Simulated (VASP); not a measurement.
# CsPbI2Br (P4/mmm) in VASP: further runs

CsPbI2Br is run at these levels: PBE; tasks: single point.

All numbers are computed with VASP 6.6.1; they aren't measurements. Logs are shortened: lines on timing, memory, paths and dates and some standing lists are left out, and cuts for length are marked.

### Step 1. The cell of the first run

Symmetry: P4/mmm, No. 123, tetragonal system. The conventional cell has a = 6.365 Å, b = 6.365 Å, c = 5.924 Å, α = 90.00°, β = 90.00°, γ = 90.00°. Cs (site symmetry 4/mmm) has 8 I at 4.35 Å and 4 Br at 4.50 Å and 8 Pb at 5.39 Å and 2 Cs at 5.92 Å within 6.0 Å. Pb (site symmetry 4/mmm) has 2 Br at 2.96 Å and 4 I at 3.18 Å within 3.9 Å. I (site symmetry mmm) has 2 Pb at 3.18 Å and 4 Cs at 4.35 Å and 4 Br at 4.35 Å and 4 I at 4.50 Å within 4.6 Å. Br (site symmetry 4/mmm) has 2 Pb at 2.96 Å within 3.9 Å.

### Step 2. Single point, PBE

INCAR reads:

```
ALGO = Normal
EDIFF = 1E-6
ENCUT = 520
GGA = PE
ISIF = 2
ISMEAR = 0
LASPH = T
LCHARG = F
LREAL = F
LWAVE = F
NBANDS = 30
NELM = 80
PREC = Accurate
SIGMA = 0.01
```

KPOINTS reads:

```
k-points
0
Gamma
  4 4 4
```

POSCAR reads:

```
CsPbI2Br
1.0
    6.3651183266      0.0000000000      0.0000000000
    0.0000000000      6.3651183266      0.0000000000
    0.0000000000      0.0000000000      5.9242421253
Cs Pb I Br
1 1 2 1
Direct
    0.5000000000      0.5000000000      0.5000000000
    0.0000000000      0.0000000000      0.0000000000
    0.0000000000      0.5000000000      0.0000000000
    0.5000000000      0.0000000000      0.0000000000
    0.0000000000      0.0000000000      0.5000000000
```

Potentials or basis: VASP PAW PBE potentials, release 64 (Cs_sv, Pb_d, I, Br).

On the command line:

```bash
$ cat potpaw_PBE.64/Cs_sv/POTCAR potpaw_PBE.64/Pb_d/POTCAR potpaw_PBE.64/I/POTCAR potpaw_PBE.64/Br/POTCAR > POTCAR
$ mpirun -np 1 vasp_std > vasp.out
```

OUTCAR:

```text
EDIFF = 1E-6
   ENCUT = 520
   GGA = PE
   ISIF = 2
   ISMEAR = 0
   LASPH = T
   LREAL = F
   NELM = 80
   PREC = Accurate

 ion  position               nearest neighbor table
   1  0.500  0.500  0.500-
   2  0.000  0.000  0.000-   5 2.96   5 2.96   3 3.18   4 3.18   3 3.18   4 3.18
   3  0.000  0.500  0.000-   2 3.18   2 3.18
   4  0.500  0.000  0.000-   2 3.18   2 3.18
   5  0.000  0.000  0.500-   2 2.96   2 2.96

  LATTYP: Found a simple tetragonal cell.
 ALAT       =     6.3651183266
 C/A-ratio  =     0.9307355844

  Lattice vectors:

 A1 = (   6.3651183266,   0.0000000000,   0.0000000000)
 A2 = (   0.0000000000,   6.3651183266,   0.0000000000)
 A3 = (   0.0000000000,   0.0000000000,   5.9242421253)

Analysis of symmetry for initial positions (statically):
=====================================================================
 Subroutine PRICEL returns:
 Original cell was already a primitive cell.

 Routine SETGRP: Setting up the symmetry group for a
 simple tetragonal supercell.

 Subroutine GETGRP returns: Found 16 space group operations
 (whereof 16 operations were pure point group operations)
 out of a pool of 16 trial point group operations.

The static configuration has the point symmetry D_4h.

Analysis of symmetry for dynamics (positions and initial velocities):
=====================================================================
 Subroutine PRICEL returns:
 Original cell was already a primitive cell.

 Routine SETGRP: Setting up the symmetry group for a
 simple tetragonal supercell.

 Subroutine GETGRP returns: Found 16 space group operations
 (whereof 16 operations were pure point group operations)
 out of a pool of 16 trial point group operations.

The dynamic configuration has the point symmetry D_4h.

 Subroutine INISYM returns: Found 16 space group operations
 (whereof 16 operations are pure point group operations),
 and found     1 'primitive' translations

----------------------------------------------------------------------------------------

                                     Primitive cell

  volume of cell :     240.0191

  direct lattice vectors                    reciprocal lattice vectors
     6.365118327  0.000000000  0.000000000     0.157106270  0.000000000  0.000000000
     0.000000000  6.365118327  0.000000000     0.000000000  0.157106270  0.000000000
     0.000000000  0.000000000  5.924242125     0.000000000  0.000000000  0.168797962

  length of vectors
     6.365118327  6.365118327  5.924242125     0.157106270  0.157106270  0.168797962

  position of ions in fractional coordinates (direct lattice)
     0.500000000  0.500000000  0.500000000
     0.000000000  0.000000000  0.000000000
     0.000000000  0.500000000  0.000000000
     0.500000000  0.000000000  0.000000000
     0.000000000  0.000000000  0.500000000

  ion indices of the primitive-cell ions
   primitive index   ion index
                 1           1
                 2           2
                 3           3
                 4           4
                 5           5

----------------------------------------------------------------------------------------

 KPOINTS: k-points

Automatic generation of k-mesh.
 Grid dimensions read from file:
 generate k-points for:    4    4    4

 Generating k-lattice:

  Cartesian coordinates                     Fractional coordinates (reciprocal lattice)
     0.039276568  0.000000000  0.000000000     0.250000000  0.000000000  0.000000000
     0.000000000  0.039276568  0.000000000     0.000000000  0.250000000  0.000000000
     0.000000000  0.000000000  0.042199491     0.000000000  0.000000000  0.250000000

  Length of vectors
     0.039276568  0.039276568  0.042199491

  Shift w.r.t. Gamma in fractional coordinates (k-lattice)
     0.000000000  0.000000000  0.000000000

 Subroutine IBZKPT returns following result:
 ===========================================

 Found     18 irreducible k-points:

 Following reciprocal coordinates:
            Coordinates               Weight
  0.000000  0.000000  0.000000      1.000000
  0.250000  0.000000  0.000000      4.000000
  0.500000  0.000000  0.000000      2.000000
  0.250000  0.250000  0.000000      4.000000
  0.500000  0.250000  0.000000      4.000000
  0.500000  0.500000  0.000000      1.000000
[... 10 lines left out ...]
  0.500000  0.250000  0.500000      4.000000
  0.500000  0.500000  0.500000      1.000000
   k-points           NKPTS =     18   k-points in BZ     NKDIM =     18   number of bands    NBANDS=     30
   number of dos      NEDOS =    301   number of ions     NIONS =      5
   total plane-waves  NPLWV = 110592
   dimension x,y,z NGX =    48 NGY =   48 NGZ =   48
   dimension x,y,z NGXF=    96 NGYF=   96 NGZF=   96
   ions per type =               1   1   2   1
   NGX,Y,Z   is equivalent  to a cutoff of  12.54, 12.54, 13.47 a.u.
   NGXF,Y,Z  is equivalent  to a cutoff of  25.07, 25.07, 26.94 a.u.
 SYSTEM =  unknown system
   PREC   = accura    normal or accurate (medium, high low for compatibility)
   ISTART =      0    job   : 0-new  1-cont  2-samecut
   ICHARG =      2    charge: 1-file 2-atom 10-const
   ISPIN  =      1    spin polarized calculation?
   LNONCOLLINEAR =      F non collinear calculations
   LSORBIT =      F    spin-orbit coupling
   LASPH  =      T    aspherical Exc in radial PAW
   ENCUT  =  520.0 eV  38.22 Ry    6.18 a.u.  11.83 11.83 11.02*2*pi/ulx,y,z
   NELM   =     80;   NELMIN=  2; NELMDL= -5     # of ELM steps
   EDIFF  = 0.1E-05   stopping-criterion for ELM
   LREAL  =      F    real-space projection
   EDIFFG = 0.1E-04   stopping-criterion for IOM
   NSW    =      0    number of steps for IOM
   IBRION =     -1    ionic relax: 0-MD 1-quasi-New 2-CG
   NFREE  =      0    steps in history (QN), initial steepest desc. (CG)
   ISIF   =      2    stress and relaxation
   ISYM   =      2    0-nonsym 1-usesym 2-fastsym
   POTIM  = 0.5000    time-step for ionic-motion
   TEBEG  =    0.0;   TEEND  =   0.0 temperature during run
   PSTRESS=    0.0 pullay stress
   NELECT =      44.0000    total number of electrons
   NUPDOWN=      -1.0000    fix difference up-down
   EMIN   =  10.00;   EMAX   =-10.00  energy-range for DOS
   EFERMI =   0.00;   METHOD = LEGACY
   ISMEAR =     0;   SIGMA  =   0.01  broadening in eV -4-tet -1-fermi 0-gaus
   EFERMI_NEDOS =   21; number of points for ismear=-14 and -15
   IALGO  =     38    algorithm
   IMIX   =      4    mixing-type and parameters
     AMIX     =   0.40;   BMIX     =  1.00
     AMIX_MAG =   1.60;   BMIX_MAG =  1.00
  volume/ion in A,a.u.               =      48.00       323.95
  Fermi-wavevector in a.u.,A,eV,Ry     =   0.929988  1.757422 11.767364  0.864877
  Thomas-Fermi vector in A             =   2.056328
   LORBIT       =      0    0 simple, 1 ext, 2 COOP (PROOUT), +10 PAW based schemes
   GGA     = PE    functional components
   LHFCALC =     F    Hartree Fock is set to
   AEXX    =    0.0000 exact exchange contribution
   IVDW    =     0    specifies the selected vdW correction
   LEPSILON=     F    determine dielectric tensor
   LRPA    =     F    only Hartree local field effects (RPA)
 non-spin polarized calculation
 Gauss-broadening in eV      SIGMA  =   0.01
  energy-cutoff  :      520.00
  volume of cell :      240.02
 maximum number of plane-waves:      6512
 NGX is ok and might be reduce to    48
   NGX = 23   NGY = 23   NGZ = 23

 number of electron      43.9999995 magnetization

 Free energy of the ion-electron system (eV)
  ---------------------------------------------------
  ext. energy  EPLUGINS =         0.00000000
  ---------------------------------------------------
  free energy    TOTEN  =       -14.61942791 eV

  energy without entropy =      -14.61942791  energy(sigma->0) =      -14.61942791

 E-fermi :   1.4317     XC(G=0):  -7.3540

 val. band max:        1.3500966786   @ k =   0.5000   0.5000   0.5000
 cond. band min:       2.7750321694   @ k =   0.5000   0.5000   0.5000
 fundamental gap:      1.4249354908
 Fermi energy:         1.4317088889

 k-point     1 :       0.0000    0.0000    0.0000
  band No.  band energies     occupation
      1     -20.0530      2.00000
      2     -15.3953      2.00000
      3     -15.3692      2.00000
      4     -15.3142      2.00000
      5     -15.2968      2.00000
      6     -15.2968      2.00000
[... 22 lines left out ...]
     29       6.9023      0.00000
     30       6.9028      0.00000

 k-point     2 :       0.2500    0.0000    0.0000
  band No.  band energies     occupation
      1     -20.0529      2.00000
      2     -15.3942      2.00000
      3     -15.3649      2.00000
      4     -15.3145      2.00000
      5     -15.2971      2.00000
      6     -15.2968      2.00000
[... 22 lines left out ...]
     29       6.4443      0.00000
     30       6.9157      0.00000

 k-point     3 :       0.5000    0.0000    0.0000
  band No.  band energies     occupation
      1     -20.0528      2.00000
      2     -15.3935      2.00000
      3     -15.3602      2.00000
      4     -15.3147      2.00000
      5     -15.2973      2.00000
      6     -15.2968      2.00000
[... 22 lines left out ...]
     29       6.6051      0.00000
     30       7.3693      0.00000

 k-point     4 :       0.2500    0.2500    0.0000
  band No.  band energies     occupation
      1     -20.0528      2.00000
      2     -15.3929      2.00000
      3     -15.3608      2.00000
      4     -15.3147      2.00000
      5     -15.2971      2.00000
      6     -15.2971      2.00000
[... 418 lines left out ...]
     29       7.0234      0.00000
     30       7.1126      0.00000

 k-point    17 :       0.5000    0.2500    0.5000
  band No.  band energies     occupation
      1     -20.0520      2.00000
      2     -15.3569      2.00000
      3     -15.3385      2.00000
      4     -15.3150      2.00000
      5     -15.2981      2.00000
      6     -15.2979      2.00000
[... 22 lines left out ...]
     29       6.6444      0.00000
     30       7.1965      0.00000

 k-point    18 :       0.5000    0.5000    0.5000
  band No.  band energies     occupation
      1     -20.0519      2.00000
      2     -15.3522      2.00000
      3     -15.3374      2.00000
      4     -15.3152      2.00000
      5     -15.2981      2.00000
      6     -15.2981      2.00000
[... 22 lines left out ...]
     29       6.4597      0.00000
     30       7.3039      0.00000

------------------------ aborting loop because EDIFF is reached ----------------------------------------

  FORCE on cell =-STRESS in cart. coord.  units (eV):
  Direction    XX          YY          ZZ          XY          YZ          ZX
  --------------------------------------------------------------------------------------
  -------------------------------------------------------------------------------------
  Total        0.7162500      0.7162500      0.8425645      0.0000000      0.0000000      0.0000000
  in kB        4.7811178      4.7811178      5.6242936      0.0000000      0.0000000      0.0000000
  external PRESSURE =       5.0621764 kB  Pullay stress =       0.0000000 kB

 VOLUME and BASIS-vectors are now :
 -----------------------------------------------------------------------------
  energy-cutoff  :      520.00
  volume of cell :      240.02
      direct lattice vectors                 reciprocal lattice vectors
     6.365118327  0.000000000  0.000000000     0.157106270  0.000000000  0.000000000
     0.000000000  6.365118327  0.000000000     0.000000000  0.157106270  0.000000000
     0.000000000  0.000000000  5.924242125     0.000000000  0.000000000  0.168797962

 POSITION                                       TOTAL-FORCE (eV/Angst)
 -----------------------------------------------------------------------------------
      3.18256      3.18256      2.96212         0.000000      0.000000      0.000000
      0.00000      0.00000      0.00000         0.000000      0.000000      0.000000
      0.00000      3.18256      0.00000         0.000000      0.000000      0.000000
      3.18256      0.00000      0.00000         0.000000      0.000000      0.000000
      0.00000      0.00000      2.96212         0.000000      0.000000      0.000000
 -----------------------------------------------------------------------------------
    total drift:                                0.000000     -0.000000      0.000000

  FREE ENERGIE OF THE ION-ELECTRON SYSTEM (eV)
  ---------------------------------------------------
  free  energy   TOTEN  =       -14.6194279110 eV

  energy  without entropy=      -14.6194279110  energy(sigma->0) =      -14.61942791
```

It took 78 s on 1 thread of Intel Xeon Platinum 8488C (Sapphire Rapids), shared host; peak memory 0.41 GiB.

What came out:

- Free energy: -14.6194 eV
- Pressure: 0.5 GPa
- Band gap on the k mesh: 1.42 eV

Caveat: spin-orbit coupling is left out, which moves the levels of the heavy elements. A k mesh can miss the band edges.

### Step 3. Single point, PBE

INCAR reads:

```
SYSTEM = CsPbI2Br
PREC = Accurate ; ENCUT = 520
EDIFF = 1E-6 ; ISMEAR = 0
SIGMA = 0.01 ; LREAL = .FALSE.
LASPH = .TRUE. ; NELM = 80
ALGO = Normal ; ISIF = 2
LWAVE = .FALSE. ; LCHARG = .TRUE.
GGA = PE ; LELF = .TRUE.
LVHAR = .TRUE. ; NBANDS = 30
```

KPOINTS reads:

```
Automatic mesh
0
G
  4 4 4
  0 0 0
```

POSCAR is that of step 2.

Potentials or basis: VASP PAW PBE potentials, release 64 (Cs_sv, Pb_d, I, Br).

On the command line:

```bash
$ cat potpaw_PBE.64/Cs_sv/POTCAR potpaw_PBE.64/Pb_d/POTCAR potpaw_PBE.64/I/POTCAR potpaw_PBE.64/Br/POTCAR > POTCAR
$ mpirun -np 1 vasp_std > vasp.out
```

Wall time 84 s (1 thread of Intel Xeon Platinum 8488C (Sapphire Rapids), shared host); peak memory 0.41 GiB.

Results (log left out):

* Free energy: -14.6194 eV
* Pressure: 0.5 GPa
* Band gap on the k mesh: 1.42 eV

Stress tensor (GPa, compression positive):
```
0.48 0.00 0.00
0.00 0.48 0.00
0.00 0.00 0.56
```

Levels at points of the mesh, in eV from the valence-band top:
```tsv
k point	band 20	band 21	band 22	band 23	band 24	band 25
(0.00, 0.00, 0.00)	-1.36	-1.33	-1.33	3.10	3.96	4.38
(0.50, 0.00, 0.00)	-1.52	-1.42	-0.98	2.22	4.38	4.93
(0.50, 0.50, 0.00)	-1.47	-0.94	-0.53	1.88	1.88	4.82
(0.00, 0.00, 0.50)	-1.42	-1.42	-1.18	2.54	4.84	4.87
(0.50, 0.00, 0.50)	-1.70	-1.08	-0.51	1.85	2.14	4.80
(0.50, 0.50, 0.50)	-1.06	-0.91	0.00	1.42	1.42	1.63
```

Caveat: spin-orbit coupling is left out, which moves the levels of the heavy elements.

### Step 4. Single point, PBE

INCAR reads:

```
ALGO = Normal
EDIFF = 1E-6
ENCUT = 520
GGA = PE
ISIF = 2
ISMEAR = -1
LASPH = True
LCHARG = False
LREAL = False
LWAVE = False
NBANDS = 30
NELM = 80
PREC = Accurate
SIGMA = 0.2
```

KPOINTS reads:

```
k-points
0
Gamma
  4 4 4
```

POSCAR is that of step 3.

On the command line:

```bash
$ cat potpaw_PBE.64/Cs_sv/POTCAR potpaw_PBE.64/Pb_d/POTCAR potpaw_PBE.64/I/POTCAR potpaw_PBE.64/Br/POTCAR > POTCAR
$ mpirun -np 1 vasp_std > vasp.out
```

Run time: 1.7 min. Hardware: 1 thread of Intel Xeon Platinum 8488C (Sapphire Rapids), shared host; peak memory 0.41 GiB.

The run converged. Its results:

```yaml
Free_energy: -14.6209 eV
Pressure: 0.5 GPa
Band_gap_on_the_k_mesh: 1.43 eV
```

Stress tensor (GPa, compression positive):
```
0.48 0.00 0.00
0.00 0.48 0.00
0.00 0.00 0.56
```

Levels at points of the mesh, in eV from the valence-band top:
| k point | band 20 | band 21 | band 22 | band 23 | band 24 | band 25 |
| --- | --- | --- | --- | --- | --- | --- |
| (0.00, 0.00, 0.00) | -1.36 | -1.33 | -1.33 | 3.10 | 3.96 | 4.38 |
| (0.50, 0.00, 0.00) | -1.52 | -1.42 | -0.98 | 2.22 | 4.38 | 4.93 |
| (0.50, 0.50, 0.00) | -1.47 | -0.94 | -0.53 | 1.88 | 1.88 | 4.82 |
| (0.00, 0.00, 0.50) | -1.42 | -1.42 | -1.18 | 2.54 | 4.84 | 4.87 |
| (0.50, 0.00, 0.50) | -1.70 | -1.09 | -0.51 | 1.85 | 2.14 | 4.80 |
| (0.50, 0.50, 0.50) | -1.06 | -0.91 | 0.00 | 1.43 | 1.43 | 1.63 |

Caveat: spin-orbit coupling is left out, which moves the levels of the heavy elements.
